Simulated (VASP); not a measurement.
# ZnSe (I-4m2) in VASP: notebook

The runs below take ZnSe through single point, with PBE.

Program: VASP 6.6.1. These are calculated values, not measurements. Logs are shortened: lines on timing, memory, paths and dates and some standing lists are left out, and cuts for length are marked.

## (1) The cell of the first run

The structure is tetragonal, space group I-4m2 (No. 119). Conventional cell: a = 3.805 Å, b = 3.805 Å, c = 5.987 Å, α = 90.00°, β = 90.00°, γ = 90.00°. Zn (site symmetry -4m2) has 4 Se at 2.42 Å within 3.2 Å. Se (site symmetry -4m2) has 4 Zn at 2.42 Å within 3.2 Å.

## (2) Single point, PBE (epitaxial xy strain -5.0%)

The input, INCAR:

```
SYSTEM = ZnSe
ALGO = Normal
EDIFF = 1E-6
ENCUT = 520
GGA = PE
ISIF = 2
ISMEAR = 0
LASPH = .True.
LCHARG = .False.
LREAL = .False.
LWAVE = .False.
NBANDS = 16
NELM = 100
PREC = Accurate
SIGMA = 0.01
```

The input, KPOINTS:

```
k-points
0
Gamma
  4 4 4
  0 0 0
```

The input, POSCAR:

```
ZnSe
1.0
    0.0000000000      2.6902369582      2.9936413972
    2.6902369582      0.0000000000      2.9936413972
    2.6902369582      2.6902369582      0.0000000000
Zn Se
1 1
Direct
    0.0000000000      0.0000000000      0.0000000000
    0.2500000000      0.2500000000      0.2500000000
```

Potentials or basis: VASP PAW PBE potentials, release 64 (Zn, Se).

On the command line:

```console
$ cat potpaw_PBE.64/Zn/POTCAR potpaw_PBE.64/Se/POTCAR > POTCAR
$ mpirun -np 1 vasp_std > vasp.out
```

OUTCAR:

```text
SYSTEM = ZnSe
   EDIFF = 1E-6
   ENCUT = 520
   GGA = PE
   ISIF = 2
   ISMEAR = 0
   LASPH = .True.
   LREAL = .False.
   NELM = 100
   PREC = Accurate

 ion  position               nearest neighbor table
   1  0.000  0.000  0.000-   2 2.42   2 2.42   2 2.42   2 2.42
   2  0.250  0.250  0.250-   1 2.42   1 2.42   1 2.42   1 2.42

  LATTYP: Found a body centered tetragonal cell.
 ALAT       =     3.8045695923
 C/A-ratio  =     1.5737083129

  Lattice vectors:

 A1 = (  -2.6902369582,   0.0000000000,   2.9936413972)
 A2 = (   2.6902369582,   0.0000000000,   2.9936413972)
 A3 = (   0.0000000000,   2.6902369582,  -2.9936413972)

Analysis of symmetry for initial positions (statically):
=====================================================================
 Subroutine PRICEL returns:
 Original cell was already a primitive cell.

 Routine SETGRP: Setting up the symmetry group for a
 body centered tetragonal supercell.

 Subroutine GETGRP returns: Found  8 space group operations
 (whereof  8 operations were pure point group operations)
 out of a pool of 16 trial point group operations.

The static configuration has the point symmetry D_2d.

Analysis of symmetry for dynamics (positions and initial velocities):
=====================================================================
 Subroutine PRICEL returns:
 Original cell was already a primitive cell.

 Routine SETGRP: Setting up the symmetry group for a
 body centered tetragonal supercell.

 Subroutine GETGRP returns: Found  8 space group operations
 (whereof  8 operations were pure point group operations)
 out of a pool of 16 trial point group operations.

The dynamic configuration has the point symmetry D_2d.

 Subroutine INISYM returns: Found  8 space group operations
 (whereof  8 operations are pure point group operations),
 and found     1 'primitive' translations

----------------------------------------------------------------------------------------

                                     Primitive cell

  volume of cell :      43.3322

  direct lattice vectors                    reciprocal lattice vectors
     0.000000000  2.690236958  2.993641397    -0.185857234  0.185857234  0.167020673
     2.690236958  0.000000000  2.993641397     0.185857234 -0.185857234  0.167020673
     2.690236958  2.690236958  0.000000000     0.185857234  0.185857234 -0.167020673

  length of vectors
     4.024830892  4.024830892  3.804569592     0.311418895  0.311418895  0.311418895

  position of ions in fractional coordinates (direct lattice)
     0.000000000  0.000000000  0.000000000
     0.250000000  0.250000000  0.250000000

  ion indices of the primitive-cell ions
   primitive index   ion index
                 1           1
                 2           2

----------------------------------------------------------------------------------------

 KPOINTS: k-points

Automatic generation of k-mesh.
 Grid dimensions read from file:
 generate k-points for:    4    4    4

 Generating k-lattice:

  Cartesian coordinates                     Fractional coordinates (reciprocal lattice)
    -0.046464309  0.046464309  0.041755168     0.250000000  0.000000000  0.000000000
     0.046464309 -0.046464309  0.041755168     0.000000000  0.250000000  0.000000000
     0.046464309  0.046464309 -0.041755168     0.000000000  0.000000000  0.250000000

  Length of vectors
     0.077854724  0.077854724  0.077854724

  Shift w.r.t. Gamma in fractional coordinates (k-lattice)
     0.000000000  0.000000000  0.000000000

 Subroutine IBZKPT returns following result:
 ===========================================

 Found     13 irreducible k-points:

 Following reciprocal coordinates:
            Coordinates               Weight
  0.000000  0.000000  0.000000      1.000000
  0.250000  0.000000  0.000000      8.000000
  0.500000  0.000000  0.000000      4.000000
  0.250000  0.250000  0.000000      2.000000
  0.500000  0.250000  0.000000      8.000000
 -0.250000  0.250000  0.000000      4.000000
  0.500000  0.500000  0.000000      1.000000
  0.250000  0.000000  0.250000      4.000000
  0.500000  0.000000  0.250000     16.000000
 -0.250000  0.000000  0.250000      8.000000
 -0.250000  0.500000  0.250000      4.000000
  0.500000  0.000000  0.500000      2.000000
 -0.250000  0.250000  0.500000      2.000000
   k-points           NKPTS =     13   k-points in BZ     NKDIM =     13   number of bands    NBANDS=     16
   number of dos      NEDOS =    301   number of ions     NIONS =      2
   total plane-waves  NPLWV =  25200
   dimension x,y,z NGX =    30 NGY =   30 NGZ =   28
   dimension x,y,z NGXF=    60 NGYF=   60 NGZF=   56
   ions per type =               1   1
   NGX,Y,Z   is equivalent  to a cutoff of  12.39, 12.39, 12.23 a.u.
   NGXF,Y,Z  is equivalent  to a cutoff of  24.78, 24.78, 24.47 a.u.
 SYSTEM =  ZnSe
   PREC   = accura    normal or accurate (medium, high low for compatibility)
   ISTART =      0    job   : 0-new  1-cont  2-samecut
[... 92 lines left out ...]
      4      -4.2743      2.00000
      5      -4.2628      2.00000
      6      -4.1080      2.00000
[... 8 lines left out ...]
     15      14.9854      0.00000
     16      15.4320      0.00000

 k-point     4 :       0.2500    0.2500    0.0000
  band No.  band energies     occupation
      1     -11.0112      2.00000
      2      -4.7321      2.00000
      3      -4.5372      2.00000
      4      -4.5372      2.00000
      5      -4.3325      2.00000
      6      -4.2514      2.00000
[... 8 lines left out ...]
     15      15.3747      0.00000
     16      15.5774      0.00000

 k-point     5 :       0.5000    0.2500    0.0000
  band No.  band energies     occupation
      1     -10.5242      2.00000
      2      -4.6223      2.00000
      3      -4.4710      2.00000
      4      -4.3655      2.00000
      5      -4.2601      2.00000
      6      -4.1886      2.00000
[... 8 lines left out ...]
     15      15.5349      0.00000
     16      15.8976      0.00000

 k-point     6 :      -0.2500    0.2500    0.0000
  band No.  band energies     occupation
      1     -10.6075      2.00000
      2      -4.6146      2.00000
      3      -4.5266      2.00000
      4      -4.4623      2.00000
      5      -4.2993      2.00000
      6      -4.1652      2.00000
[... 8 lines left out ...]
     15      14.7837      0.00000
     16      15.3700      0.00000

 k-point     7 :       0.5000    0.5000    0.0000
  band No.  band energies     occupation
      1     -10.4313      2.00000
      2      -4.6795      2.00000
      3      -4.3904      2.00000
      4      -4.3904      2.00000
      5      -4.2340      2.00000
      6      -4.1785      2.00000
[... 8 lines left out ...]
     15      16.5854      0.00000
     16      16.8385      0.00000

 k-point     8 :       0.2500    0.0000    0.2500
  band No.  band energies     occupation
      1     -10.9101      2.00000
      2      -4.6996      2.00000
      3      -4.6119      2.00000
      4      -4.5334      2.00000
      5      -4.2997      2.00000
      6      -4.2496      2.00000
[... 8 lines left out ...]
     15      13.6681      0.00000
     16      16.7214      0.00000

 k-point     9 :       0.5000    0.0000    0.2500
  band No.  band energies     occupation
      1     -10.4218      2.00000
      2      -4.6068      2.00000
      3      -4.5114      2.00000
      4      -4.4105      2.00000
      5      -4.2586      2.00000
      6      -4.0909      2.00000
[... 8 lines left out ...]
     15      15.1983      0.00000
     16      16.5139      0.00000

 k-point    10 :      -0.2500    0.0000    0.2500
  band No.  band energies     occupation
      1     -10.6259      2.00000
      2      -4.6025      2.00000
      3      -4.5312      2.00000
      4      -4.4217      2.00000
      5      -4.2825      2.00000
      6      -4.2532      2.00000
[... 8 lines left out ...]
     15      13.9206      0.00000
     16      16.1507      0.00000

 k-point    11 :      -0.2500    0.5000    0.2500
  band No.  band energies     occupation
      1     -10.3212      2.00000
      2      -4.5814      2.00000
      3      -4.4297      2.00000
      4      -4.3406      2.00000
      5      -4.2826      2.00000
      6      -3.9617      2.00000
[... 8 lines left out ...]
     15      15.3131      0.00000
     16      16.0649      0.00000

 k-point    12 :       0.5000    0.0000    0.5000
  band No.  band energies     occupation
      1     -10.2258      2.00000
      2      -4.6851      2.00000
      3      -4.4702      2.00000
      4      -4.3589      2.00000
      5      -4.2321      2.00000
      6      -4.0379      2.00000
[... 8 lines left out ...]
     15      14.9581      0.00000
     16      16.6104      0.00000

 k-point    13 :      -0.2500    0.2500    0.5000
  band No.  band energies     occupation
      1     -10.2239      2.00000
      2      -4.5422      2.00000
      3      -4.5150      2.00000
      4      -4.3706      2.00000
      5      -4.3024      2.00000
      6      -3.9191      2.00000
[... 8 lines left out ...]
     15      17.1680      0.00000
     16      17.3025      0.00000

------------------------ aborting loop because EDIFF is reached ----------------------------------------

  FORCE on cell =-STRESS in cart. coord.  units (eV):
  Direction    XX          YY          ZZ          XY          YZ          ZX
  --------------------------------------------------------------------------------------
  -------------------------------------------------------------------------------------
  Total        2.0534530      2.0534530      0.8671522      0.0000000      0.0000000      0.0000000
  in kB       75.9249502     75.9249502     32.0623293      0.0000000      0.0000000      0.0000000
  external PRESSURE =      61.3040765 kB  Pullay stress =       0.0000000 kB

 VOLUME and BASIS-vectors are now :
 -----------------------------------------------------------------------------
  energy-cutoff  :      520.00
  volume of cell :       43.33
      direct lattice vectors                 reciprocal lattice vectors
     0.000000000  2.690236958  2.993641397    -0.185857234  0.185857234  0.167020673
     2.690236958  0.000000000  2.993641397     0.185857234 -0.185857234  0.167020673
     2.690236958  2.690236958  0.000000000     0.185857234  0.185857234 -0.167020673

 POSITION                                       TOTAL-FORCE (eV/Angst)
 -----------------------------------------------------------------------------------
      0.00000      0.00000      0.00000         0.000000      0.000000      0.000000
      1.34512      1.34512      1.49682        -0.000000     -0.000000      0.000000
 -----------------------------------------------------------------------------------
    total drift:                               -0.000011     -0.000011     -0.000006

  FREE ENERGIE OF THE ION-ELECTRON SYSTEM (eV)
  ---------------------------------------------------
  free  energy   TOTEN  =        -5.8532646844 eV

  energy  without entropy=       -5.8532646844  energy(sigma->0) =       -5.85326468
```

Run time: 13 s. Hardware: 1 thread of Intel Xeon 8259CL, shared host; peak memory 0.16 GiB.

Results:

| Quantity | Value |
| --- | --- |
| Free energy | -5.8533 eV |
| Pressure | 6.1 GPa |
| Band gap on the k mesh | 1.26 eV |

Caveat: the k points lie up to 0.49 Å⁻¹ apart; the cell differs from its parent crystal (epitaxial xy strain -5.0%).

## (3) Single point, PBE (biaxial xy strain +4.2%)

The input, INCAR:

```
ALGO     = Normal         # electronic algorithm
EDIFF    = 1E-6           # SCF threshold, eV
ENCUT    = 520            # plane-wave cutoff, eV
GGA      = PE             # functional
ISIF     = 2              # what is computed and relaxed
ISMEAR   = 0              # smearing method
LASPH    = True           # aspherical terms in the spheres
LCHARG   = False          # write CHGCAR
LREAL    = False          # projectors in reciprocal space
LWAVE    = False          # write WAVECAR
NBANDS   = 16             # bands
NELM     = 80             # most SCF steps
PREC     = Accurate       # precision mode
SIGMA    = 0.01           # smearing width, eV
```

The input, KPOINTS:

```
k-points
0
Gamma
  4 4 4
```

The input, POSCAR:

```
ZnSe
1.0
    0.0000000000      2.9511032709      2.8324246769
    2.9511032709      0.0000000000      2.8324246769
    2.9511032709      2.9511032709      0.0000000000
Zn Se
1 1
Direct
    0.0000000000      0.0000000000      0.0000000000
    0.2500000000      0.2500000000      0.2500000000
```

Potentials or basis: VASP PAW PBE potentials, release 64 (Zn, Se).

On the command line:

```console
$ cat potpaw_PBE.64/Zn/POTCAR potpaw_PBE.64/Se/POTCAR > POTCAR
$ mpirun -np 1 vasp_std > vasp.out
```

Run time: 20 s. Hardware: 1 thread of Intel Xeon 8259CL, shared host; peak memory 0.17 GiB.

The run converged. Its results:

| Property | Result |
| --- | --- |
| Free energy | -5.9521 eV |
| Pressure | -2.0 GPa |
| Band gap on the k mesh | 0.87 eV |

Stress tensor (GPa, compression positive):
```
-2.41  0.00  0.00
 0.00 -2.41  0.00
 0.00  0.00 -1.05
```

Levels at points of the mesh, in eV from the valence-band top:
| k point | band 5 | band 6 | band 7 | band 8 | band 9 | band 10 | band 11 | band 12 | band 13 | band 14 |
| --- | --- | --- | --- | --- | --- | --- | --- | --- | --- | --- |
| (0.00, 0.00, 0.00) | -6.11 | -6.10 | -0.13 | -0.13 | 0.00 | 0.87 | 5.70 | 5.73 | 5.73 | 9.52 |
| (0.50, 0.00, 0.00) | -6.08 | -5.97 | -4.83 | -0.95 | -0.74 | 2.28 | 6.14 | 6.45 | 8.24 | 10.50 |
| (0.50, 0.50, 0.00) | -6.06 | -5.93 | -4.36 | -2.13 | -2.13 | 2.95 | 3.09 | 10.32 | 10.58 | 10.58 |
| (0.50, 0.00, 0.50) | -6.07 | -5.97 | -4.58 | -1.96 | -1.90 | 3.11 | 3.46 | 9.96 | 10.38 | 10.74 |

Caveat: the k points lie up to 0.47 Å⁻¹ apart; the cell differs from its parent crystal (biaxial xy strain +4.2%).

## (4) Single point, PBE (epitaxial xy strain -5.0%)

The input, INCAR:

```
ALGO = Normal
EDIFF = 1E-6
ENCUT = 520
GGA = PE
ISIF = 2
ISMEAR = -1
LASPH = T
LCHARG = F
LREAL = F
LWAVE = F
NBANDS = 16
NELM = 100
PREC = Accurate
SIGMA = 0.02
```

The input, KPOINTS:

```
k-points
0
Gamma
  8 8 8
```

The input, POSCAR:

```
ZnSe
1.0
    0.0000000000      2.6902369582      2.9936413972
    2.6902369582      0.0000000000      2.9936413972
    2.6902369582      2.6902369582      0.0000000000
Zn Se
1 1
Direct
    0.0000000000      0.0000000000      0.0000000000
    0.2500000000      0.2500000000      0.2500000000
```

On the command line:

```console
$ cat potpaw_PBE.64/Zn/POTCAR potpaw_PBE.64/Se/POTCAR > POTCAR
$ mpirun -np 1 vasp_std > vasp.out
```

Wall time 76 s (1 thread of Intel Xeon 8259CL, shared host); peak memory 0.19 GiB.

It converged, with:

| Property | Result |
| --- | --- |
| Free energy | -5.9259 eV |
| Pressure | 5.7 GPa |
| Band gap on the k mesh | 1.27 eV |

Stress tensor (GPa, compression positive):
```
7.16 0.00 0.00
0.00 7.16 0.00
0.00 0.00 2.86
```

Levels at points of the mesh, in eV from the valence-band top:
```
           k point  band 7  band 8  band 9  band 10  band 11  band 12
(0.00, 0.00, 0.00)   -0.50    0.00    0.00     1.27     5.69     5.69
(0.50, 0.00, 0.00)   -5.66   -1.44   -0.73     2.31     6.01     6.69
(0.50, 0.50, 0.00)   -5.52   -2.08   -2.08     3.12     3.98    10.19
(0.50, 0.00, 0.50)   -4.88   -2.78   -2.57     2.55     2.98    10.50
```

Caveat: the cell differs from its parent crystal (epitaxial xy strain -5.0%); the cell stands under pressure.

## (5) Single point, PBE (biaxial xy strain +4.2%)

The input, INCAR:

```
PREC = Accurate
ENCUT = 520
EDIFF = 1E-7
ISMEAR = -1
SIGMA = 0.02
LREAL = F
LASPH = T
NELM = 60
ALGO = Normal
ISIF = 2
LWAVE = F
LCHARG = F
GGA = PE
NBANDS = 16
```

The input, KPOINTS:

```
regular mesh
0
Gamma
  8 8 8
```

The input, POSCAR:

```
ZnSe
1.0
    0.0000000000      2.9511032709      2.8324246769
    2.9511032709      0.0000000000      2.8324246769
    2.9511032709      2.9511032709      0.0000000000
Zn Se
1 1
Direct
    0.0000000000      0.0000000000      0.0000000000
    0.2500000000      0.2500000000      0.2500000000
```

On the command line:

```console
$ cat potpaw_PBE.64/Zn/POTCAR potpaw_PBE.64/Se/POTCAR > POTCAR
$ mpirun -np 1 vasp_std > vasp.out
```

Run time: 67 s. Hardware: 1 thread of Intel Xeon 8259CL, shared host; peak memory 0.2 GiB.

It converged, with:

- Free energy: -6.0121 eV
- Pressure: -2.2 GPa
- Band gap on the k mesh: 0.88 eV

Stress tensor (GPa, compression positive):
```
-2.67  0.00  0.00
 0.00 -2.67  0.00
 0.00  0.00 -1.33
```

Levels at points of the mesh, in eV from the valence-band top:
| k point | band 7 | band 8 | band 9 | band 10 | band 11 | band 12 |
| --- | --- | --- | --- | --- | --- | --- |
| (0.00, 0.00, 0.00) | -0.13 | -0.13 | 0.00 | 0.88 | 5.72 | 5.75 |
| (0.50, 0.00, 0.00) | -4.82 | -0.95 | -0.74 | 2.30 | 6.16 | 6.47 |
| (0.50, 0.50, 0.00) | -4.34 | -2.12 | -2.12 | 2.97 | 3.11 | 10.32 |
| (0.50, 0.00, 0.50) | -4.56 | -1.95 | -1.89 | 3.13 | 3.48 | 9.95 |

Caveat: the cell differs from its parent crystal (biaxial xy strain +4.2%).

## (6) Summary

```tsv
cell	k mesh	smearing	gap on the mesh (eV)	pressure (GPa)
a = 4.025, b = 4.025, c = 3.805 Å, angles 61.8, 61.8, 56.4°, 2 atoms	4 × 4 × 4	gaussian 0.01 eV	1.26	6.1
a = 4.090, b = 4.090, c = 4.173 Å, angles 59.3, 59.3, 61.3°, 2 atoms	4 × 4 × 4	gaussian 0.01 eV	0.87	-2.0
a = 4.025, b = 4.025, c = 3.805 Å, angles 61.8, 61.8, 56.4°, 2 atoms	8 × 8 × 8	fermi-dirac 0.02 eV	1.27	5.7
a = 4.090, b = 4.090, c = 4.173 Å, angles 59.3, 59.3, 61.3°, 2 atoms	8 × 8 × 8	fermi-dirac 0.02 eV	0.88	-2.2
```

Alike in all rows: task single point; level PBE; potentials or basis VASP PAW PBE potentials, release 64 (Zn, Se); no spin polarisation; cutoff (eV) 520.

Caveats: some runs use coarse meshes; the cell stands under pressure (at least some runs).

Total energies depend on the potentials used, so only differences within one code and one set of settings carry meaning.
